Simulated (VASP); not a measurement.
Runs of VASP 6.6.1 on Ti2O. The structure is that of space group P-3m1 (No. 164), or close to it. The cells are those of the table. 

| cell | gap on the mesh (eV) | pressure (GPa) | largest force (eV/Å) |
| --- | --- | --- | --- |
| a = 2.969, b = 2.969, c = 4.693 Å, angles 90.0, 90.0, 120.0°, 3 atoms | none | (a) | 0.15 |
| a = 2.731, b = 2.731, c = 5.084 Å, angles 90.0, 90.0, 120.0°, 3 atoms | none | (b) | 0.81 |
| a = 2.850, b = 2.850, c = 4.498 Å, angles 90.0, 90.0, 120.0°, 3 atoms | none | 52.8 | 0.06 |
| a = 2.731, b = 2.731, c = 4.693 Å, angles 90.0, 90.0, 120.0°, 3 atoms | none | 70.3 | 1.04 |
| a = 2.731, b = 2.731, c = 5.280 Å, angles 90.0, 90.0, 120.0°, 3 atoms | none | 28.1 | 0.47 |

Alike in all rows: task single point; level r2SCAN+U; potentials or basis VASP PAW PBE potentials, release 64 (Ti_sv, O); no spin polarisation; Ti d U = 4.0 eV; k mesh 18 × 18 × 10; cutoff (eV) 660; smearing gaussian 0.15 eV.

Estimate the missing entries.

(a) 14.0; (b) 39.5.

Caveats: the PAW data sets were made with another functional, which shifts forces and pressure a little; U without spin polarisation on a metal has little footing; the stress differs along the axes, from 10 to 22 GPa (at least some runs); the stress differs along the axes, from 15 to 52 GPa (at least some runs); the stress differs along the axes, from 47 to 64 GPa (at least some runs); the stress differs along the axes, from 60 to 75 GPa (at least some runs); the stress differs along the axes, from -1 to 43 GPa (at least some runs).

A gap of «none» marks levels without a gap at the run's occupations.
